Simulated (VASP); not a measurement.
# Al18HCl in VASP: single point with PBE+D3(BJ)

Aim: the single point of Al18HCl with PBE+D3(BJ).

Everything below comes from runs of VASP 6.6.1. Logs are shortened: lines on timing, memory, paths and dates and some standing lists are left out, and cuts for length are marked.

**1. The cell of the first run**

The cell holds a slab with vacuum, 20 atoms: a = 5.728 Å, b = 8.591 Å, c = 17.677 Å, α = 90.00°, β = 90.00°, γ = 60.00°.

**2. Single point, PBE+D3(BJ)**

File INCAR:

```
ALGO = Normal
EDIFF = 1E-7
ENCUT = 520
GGA = PE
ISIF = 2
ISMEAR = 0
IVDW = 12
LASPH = T
LCHARG = F
LREAL = Auto
LWAVE = F
NBANDS = 47
NELM = 60
PREC = Accurate
SIGMA = 0.05
```

File KPOINTS:

```
k-points
0
Gamma
  4 3 1
```

File POSCAR:

```
Al18HCl
1.0
    5.7275650000      0.0000000000      0.0000000000
    4.2956740000      7.4403250000      0.0000000000
    0.0000000000      0.0000000000     17.6765370000
Al Cl H
18 1 1
Direct
    0.1666667000      0.1111111000      0.0565722000
    0.6666667000      0.1111111000      0.0565722000
    0.1666667000      0.4444444000      0.0565722000
    0.6666667000      0.4444444000      0.0565722000
    0.1666667000      0.7777778000      0.0565722000
    0.6666667000      0.7777778000      0.0565722000
   -0.1677866118      0.2243393886      0.1863026021
    0.3323925209      0.2242576252      0.1862844576
   -0.1670663325      0.5572014552      0.1863331253
    0.3321379389      0.5578348179      0.1861295294
   -0.1675432430      0.8908467119      0.1863152955
    0.3331906664      0.8905506509      0.1860202146
   -0.0005722394      0.0036540702      0.3154784318
    0.4976899151      0.0035649141      0.3156061764
   -0.0013452947      0.3371459168      0.3163936749
    0.4974995282      0.3382774468      0.3155727613
   -0.0013924638      0.6707595855      0.3161204298
    0.4983020074      0.6707187608      0.3161211736
    0.6615516079      0.1147834059      0.5148874119
    0.6794641849      0.1053486480      0.4404682161
```

Potentials or basis: VASP PAW PBE potentials, release 64 (Al, Cl, H).

Run with:

```
cat potpaw_PBE.64/Al/POTCAR potpaw_PBE.64/Cl/POTCAR potpaw_PBE.64/H/POTCAR > POTCAR
mpirun -np 1 vasp_std > vasp.out
```

OUTCAR:

```text
EDIFF = 1E-7
   ENCUT = 520
   GGA = PE
   ISIF = 2
   ISMEAR = 0
   IVDW = 12
   LASPH = T
   LREAL = Auto
   NELM = 60
   PREC = Accurate
 IVDW          = 12

 ion  position               nearest neighbor table
   1  0.167  0.111  0.057-  12 2.82   7 2.83   8 2.83   5 2.86   3 2.86   6 2.86   4 2.86   2 2.86
                             2 2.86
   2  0.667  0.111  0.057-  11 2.82   8 2.83   7 2.83   6 2.86   4 2.86   5 2.86   3 2.86   1 2.86
                             1 2.86
   3  0.167  0.444  0.057-   8 2.82   9 2.83  10 2.83   1 2.86   2 2.86   4 2.86   4 2.86   6 2.86
                             5 2.86
   4  0.667  0.444  0.057-   7 2.82  10 2.83   9 2.83   2 2.86   1 2.86   3 2.86   3 2.86   5 2.86
                             6 2.86
   5  0.167  0.778  0.057-  10 2.81  11 2.83  12 2.83   1 2.86   2 2.86   6 2.86   6 2.86   4 2.86
                             3 2.86
   6  0.667  0.778  0.057-   9 2.82  12 2.82  11 2.83   2 2.86   1 2.86   5 2.86   5 2.86   3 2.86
                             4 2.86
   7  0.832  0.224  0.186-  13 2.81   4 2.82  16 2.82   1 2.83   2 2.83  15 2.84   9 2.86   8 2.86
                            11 2.86   8 2.86  10 2.86  12 2.87
   8  0.332  0.224  0.186-  14 2.81   3 2.82  16 2.83   2 2.83   1 2.83  15 2.83   9 2.86   7 2.86
                            11 2.86   7 2.86  12 2.86  10 2.87
   9  0.833  0.557  0.186-   6 2.82  15 2.82   3 2.83  18 2.83   4 2.83  17 2.84   8 2.86   7 2.86
                            10 2.86  12 2.86  11 2.87  10 2.87
  10  0.332  0.558  0.186-  16 2.81   5 2.81   4 2.83   3 2.83  17 2.83  18 2.84  11 2.86  12 2.86
                             9 2.86   7 2.86   8 2.87   9 2.87
  11  0.832  0.891  0.186-   2 2.82  17 2.82  14 2.82  13 2.83   5 2.83   6 2.83  12 2.86  10 2.86
                             8 2.86   7 2.86   9 2.87  12 2.87
  12  0.333  0.891  0.186-   1 2.82  18 2.82   6 2.82  13 2.82  14 2.83   5 2.83  11 2.86  10 2.86
                             9 2.86   8 2.86  11 2.87   7 2.87
  13  0.999  0.004  0.315-   7 2.81  12 2.82  11 2.83  14 2.85  18 2.86  17 2.86  15 2.86  14 2.87
                            16 2.87
  14  0.498  0.004  0.316-   8 2.81  11 2.82  12 2.83  13 2.85  18 2.86  15 2.86  17 2.86  13 2.87
                            16 2.88
  15  0.999  0.337  0.316-   9 2.82   8 2.83   7 2.84  16 2.86  14 2.86  13 2.86  16 2.87  18 2.87
                            17 2.87
  16  0.497  0.338  0.316-  10 2.81   7 2.82   8 2.83  17 2.86  18 2.86  15 2.86  15 2.87  13 2.87
                            14 2.88
  17  0.999  0.671  0.316-  11 2.82  10 2.83   9 2.84  16 2.86  18 2.86  13 2.86  14 2.86  18 2.87
                            15 2.87
  18  0.498  0.671  0.316-  12 2.82   9 2.83  10 2.84  14 2.86  16 2.86  13 2.86  17 2.86  17 2.87
                            15 2.87
  19  0.662  0.115  0.515-  20 1.32
  20  0.679  0.105  0.440-  19 1.32

  LATTYP: Found a simple monoclinic cell.
 ALAT       =     5.7275650000
 B/A-ratio  =     3.0862219809
 C/A-ratio  =     1.3228756151
 COS(beta)  =    -0.1889822093

  Lattice vectors:

 A1 = (   5.7275650000,   0.0000000000,   0.0000000000)
 A2 = (   0.0000000000,   0.0000000000, -17.6765370000)
 A3 = (  -1.4318910000,   7.4403250000,   0.0000000000)

Analysis of symmetry for initial positions (statically):
=====================================================================
 Subroutine PRICEL returns:
 Original cell was already a primitive cell.

 Routine SETGRP: Setting up the symmetry group for a
 simple monoclinic supercell.

 Subroutine GETGRP returns: Found  1 space group operations
 (whereof  1 operations were pure point group operations)
 out of a pool of  4 trial point group operations.

The static configuration has the point symmetry C_1 .

Analysis of symmetry for dynamics (positions and initial velocities):
=====================================================================
 Subroutine PRICEL returns:
 Original cell was already a primitive cell.

 Routine SETGRP: Setting up the symmetry group for a
 simple monoclinic supercell.

 Subroutine GETGRP returns: Found  1 space group operations
 (whereof  1 operations were pure point group operations)
 out of a pool of  4 trial point group operations.

The dynamic configuration has the point symmetry C_1 .

 Subroutine INISYM returns: Found  1 space group operations
 (whereof  1 operations are pure point group operations),
 and found     1 'primitive' translations

----------------------------------------------------------------------------------------

                                     Primitive cell

  volume of cell :     753.2847

  direct lattice vectors                    reciprocal lattice vectors
     5.727565000  0.000000000  0.000000000     0.174594265 -0.100802054  0.000000000
     4.295674000  7.440325000  0.000000000     0.000000000  0.134402731  0.000000000
     0.000000000  0.000000000 17.676537000     0.000000000  0.000000000  0.056572167

  length of vectors
     5.727565000  8.591347462 17.676537000     0.201604096  0.134402731  0.056572167

  position of ions in fractional coordinates (direct lattice)
     0.166666700  0.111111100  0.056572200
     0.666666700  0.111111100  0.056572200
     0.166666700  0.444444400  0.056572200
     0.666666700  0.444444400  0.056572200
     0.166666700  0.777777800  0.056572200
     0.666666700  0.777777800  0.056572200
[... 12 lines left out ...]
     0.661551608  0.114783406  0.514887412
     0.679464185  0.105348648  0.440468216

  ion indices of the primitive-cell ions
   primitive index   ion index
                 1           1
                 2           2
                 3           3
                 4           4
                 5           5
                 6           6
[... 12 lines left out ...]
                19          19
                20          20

----------------------------------------------------------------------------------------

 KPOINTS: k-points

Automatic generation of k-mesh.
 Grid dimensions read from file:
 generate k-points for:    4    3    1

 Generating k-lattice:

  Cartesian coordinates                     Fractional coordinates (reciprocal lattice)
     0.043648566 -0.025200514  0.000000000     0.250000000  0.000000000  0.000000000
     0.000000000  0.044800910  0.000000000     0.000000000  0.333333333  0.000000000
     0.000000000  0.000000000  0.056572167     0.000000000  0.000000000  1.000000000

  Length of vectors
     0.050401024  0.044800910  0.056572167

  Shift w.r.t. Gamma in fractional coordinates (k-lattice)
     0.000000000  0.000000000  0.000000000

 Subroutine IBZKPT returns following result:
 ===========================================

 Found      7 irreducible k-points:

 Following reciprocal coordinates:
            Coordinates               Weight
  0.000000  0.000000  0.000000      1.000000
  0.250000 -0.000000  0.000000      2.000000
  0.500000 -0.000000  0.000000      1.000000
  0.000000  0.333333  0.000000      2.000000
  0.250000  0.333333  0.000000      2.000000
  0.500000  0.333333  0.000000      2.000000
 -0.250000  0.333333  0.000000      2.000000
   k-points           NKPTS =      7   k-points in BZ     NKDIM =      7   number of bands    NBANDS=     47
   number of dos      NEDOS =    301   number of ions     NIONS =     20
   total plane-waves  NPLWV = 430080
   dimension x,y,z NGX =    48 NGY =   64 NGZ =  140
   dimension x,y,z NGXF=    96 NGYF=  128 NGZF=  280
   ions per type =              18   1   1
   NGX,Y,Z   is equivalent  to a cutoff of  13.93, 12.38, 13.17 a.u.
   NGXF,Y,Z  is equivalent  to a cutoff of  27.86, 24.77, 26.33 a.u.
 SYSTEM =  unknown system
   PREC   = accura    normal or accurate (medium, high low for compatibility)
   ISTART =      0    job   : 0-new  1-cont  2-samecut
   ICHARG =      2    charge: 1-file 2-atom 10-const
   ISPIN  =      1    spin polarized calculation?
   LNONCOLLINEAR =      F non collinear calculations
   LSORBIT =      F    spin-orbit coupling
   LASPH  =      T    aspherical Exc in radial PAW
   ENCUT  =  520.0 eV  38.22 Ry    6.18 a.u.  10.65 15.97 32.87*2*pi/ulx,y,z
   NELM   =     60;   NELMIN=  2; NELMDL= -5     # of ELM steps
   EDIFF  = 0.1E-06   stopping-criterion for ELM
   LREAL  =      T    real-space projection
   EDIFFG = 0.1E-05   stopping-criterion for IOM
   NSW    =      0    number of steps for IOM
   IBRION =     -1    ionic relax: 0-MD 1-quasi-New 2-CG
   NFREE  =      0    steps in history (QN), initial steepest desc. (CG)
   ISIF   =      2    stress and relaxation
   ISYM   =      2    0-nonsym 1-usesym 2-fastsym
   POTIM  = 0.5000    time-step for ionic-motion
   TEBEG  =    0.0;   TEEND  =   0.0 temperature during run
   PSTRESS=    0.0 pullay stress
   NELECT =      62.0000    total number of electrons
   NUPDOWN=      -1.0000    fix difference up-down
   EMIN   =  10.00;   EMAX   =-10.00  energy-range for DOS
   EFERMI =   0.00;   METHOD = LEGACY
   ISMEAR =     0;   SIGMA  =   0.05  broadening in eV -4-tet -1-fermi 0-gaus
   EFERMI_NEDOS =   21; number of points for ismear=-14 and -15
   IALGO  =     38    algorithm
   IMIX   =      4    mixing-type and parameters
     AMIX     =   0.40;   BMIX     =  1.00
     AMIX_MAG =   1.60;   BMIX_MAG =  1.00
  volume/ion in A,a.u.               =      37.66       254.17
  Fermi-wavevector in a.u.,A,eV,Ry     =   0.712119  1.345709  6.899691  0.507113
  Thomas-Fermi vector in A             =   1.799410
   LORBIT       =      0    0 simple, 1 ext, 2 COOP (PROOUT), +10 PAW based schemes
   GGA     = PE    functional components
   LHFCALC =     F    Hartree Fock is set to
   AEXX    =    0.0000 exact exchange contribution
   IVDW    =    12    specifies the selected vdW correction
   LEPSILON=     F    determine dielectric tensor
   LRPA    =     F    only Hartree local field effects (RPA)
 non-spin polarized calculation
 Gauss-broadening in eV      SIGMA  =   0.05
  energy-cutoff  :      520.00
  volume of cell :      753.28
 maximum number of plane-waves:     20302
 NGX is ok and might be reduce to    48
   NGX = 21   NGY = 31   NGZ = 65

 number of electron      62.0000000 magnetization

 Free energy of the ion-electron system (eV)
  ---------------------------------------------------
  ext. energy  EPLUGINS =         0.00000000
  ---------------------------------------------------
  free energy    TOTEN  =       -69.36943203 eV

  energy without entropy =      -69.35968568  energy(sigma->0) =      -69.36455885

 E-fermi :   0.7783     XC(G=0):  -5.4342

 val. band max:        0.7447455599   @ k =   0.2500  -0.0000   0.0000
 cond. band min:       0.7881372286   @ k =   0.5000  -0.0000   0.0000
 fundamental gap:      0.0433916687
 Fermi energy:         0.7782679883

 k-point     1 :       0.0000    0.0000    0.0000
  band No.  band energies     occupation
      1     -15.6173      2.00000
      2      -9.7562      2.00000
      3      -8.0384      2.00000
      4      -7.1241      2.00000
      5      -7.1153      2.00000
      6      -6.4075      2.00000
[... 35 lines left out ...]
     42       3.1602      0.00000
     43       3.1799      0.00000

 k-point     2 :       0.2500   -0.0000    0.0000
  band No.  band energies     occupation
      1     -15.6168      2.00000
      2      -9.3821      2.00000
      3      -7.7341      2.00000
      4      -7.6688      2.00000
      5      -6.7580      2.00000
      6      -6.4740      2.00000
[... 219 lines left out ...]
     42       3.0250      0.00000
     43       3.1969      0.00000

 k-point     7 :      -0.2500    0.3333    0.0000
  band No.  band energies     occupation
      1     -15.6168      2.00000
      2      -8.8665      2.00000
      3      -8.7560      2.00000
      4      -7.1836      2.00000
      5      -7.1115      2.00000
      6      -7.0514      2.00000
[... 35 lines left out ...]
     42       3.3037      0.00000
     43       3.6706      0.00000
 [bands above 43 left out]

------------------------ aborting loop because EDIFF is reached ----------------------------------------

 Edisp (eV)   -4.31174

 E8    (eV) :    -1.9884

  FORCE on cell =-STRESS in cart. coord.  units (eV):
  Direction    XX          YY          ZZ          XY          YZ          ZX
  --------------------------------------------------------------------------------------
  -------------------------------------------------------------------------------------
  Total     -10.04845   -11.53679    -0.31223     3.40878     0.00265     0.02610
  in kB     -21.37226   -24.53786    -0.66409     7.25020     0.00564     0.05552
  external pressure =      -15.52 kB  Pullay stress =        0.00 kB

 VOLUME and BASIS-vectors are now :
 -----------------------------------------------------------------------------
  energy-cutoff  :      520.00
  volume of cell :      753.28
      direct lattice vectors                 reciprocal lattice vectors
     5.727565000  0.000000000  0.000000000     0.174594265 -0.100802054  0.000000000
     4.295674000  7.440325000  0.000000000     0.000000000  0.134402731  0.000000000
     0.000000000  0.000000000 17.676537000     0.000000000  0.000000000  0.056572167

 POSITION                                       TOTAL-FORCE (eV/Angst)
 -----------------------------------------------------------------------------------
      1.43189      0.82670      1.00000        -0.002452     -0.001523     -0.004167
      4.29567      0.82670      1.00000         0.001088     -0.003593     -0.000069
      2.86378      3.30681      1.00000        -0.003126      0.002393      0.005139
      5.72757      3.30681      1.00000        -0.001309     -0.005559      0.006064
      4.29567      5.78692      1.00000        -0.007341      0.006059     -0.003457
      7.15946      5.78692      1.00000         0.008597      0.001512      0.002166
[... 12 lines left out ...]
      4.28215      0.85403      9.10143         0.004042     -0.005155     -0.098301
      4.34422      0.78383      7.78595        -0.003243      0.004998      0.104254
 -----------------------------------------------------------------------------------
    total drift:                               -0.003684      0.012034      0.007812

  FREE ENERGIE OF THE ION-ELECTRON SYSTEM (eV)
  ---------------------------------------------------
  free  energy   TOTEN  =       -73.6811749728 eV

  energy  without entropy=      -73.6714286215  energy(sigma->0) =      -73.67630180
```

Run time: 5 min. Hardware: 1 thread of Intel Xeon 6975P-C (Granite Rapids), shared host; peak memory 0.87 GiB.

Results:

```yaml
Free_energy: -73.6812 eV
Largest_force: 0.104 eV/Å
Band_gap_on_the_k_mesh: zero (bands 31 and 32 overlap by 0.46 eV)
Dispersion_energy_per_atom: -0.216 eV
```

Forces in eV/Å, atoms in the order of the input:
```
Al  -0.002 -0.002 -0.004
Al   0.001 -0.004  0.000
Al  -0.003  0.002  0.005
Al  -0.001 -0.006  0.006
Al  -0.007  0.006 -0.003
Al   0.009  0.002  0.002
Al  -0.001 -0.002  0.000
Al  -0.001 -0.002  0.000
Al   0.002  0.004  0.000
Al   0.002  0.002  0.000
Al   0.000  0.000  0.001
Al  -0.001 -0.001  0.001
Al   0.001 -0.001 -0.005
Al   0.000 -0.001 -0.001
Al   0.000 -0.001 -0.001
Al   0.000  0.001 -0.004
Al   0.001  0.001 -0.001
Al   0.001  0.000 -0.001
Cl   0.004 -0.005 -0.098
H   -0.003  0.005  0.104
```

Levels at points of the mesh, in eV from the Fermi level:
```csv
k point,band 27,band 28,band 29,band 30,band 31,band 32,band 33,band 34,band 35,band 36
"(0.00, 0.00, 0.00)",-0.59,-0.57,-0.36,-0.35,-0.33,-0.09,-0.07,-0.07,0.67,1.21
"(0.50, 0.00, 0.00)",-0.94,-0.93,-0.83,-0.82,0.01,0.03,1.11,1.12,1.14,1.15
```

Caveat: there is no dipole correction, which matters where the two faces differ.

The gap in the log of VASP goes by the Fermi energy; the results here count the filled bands.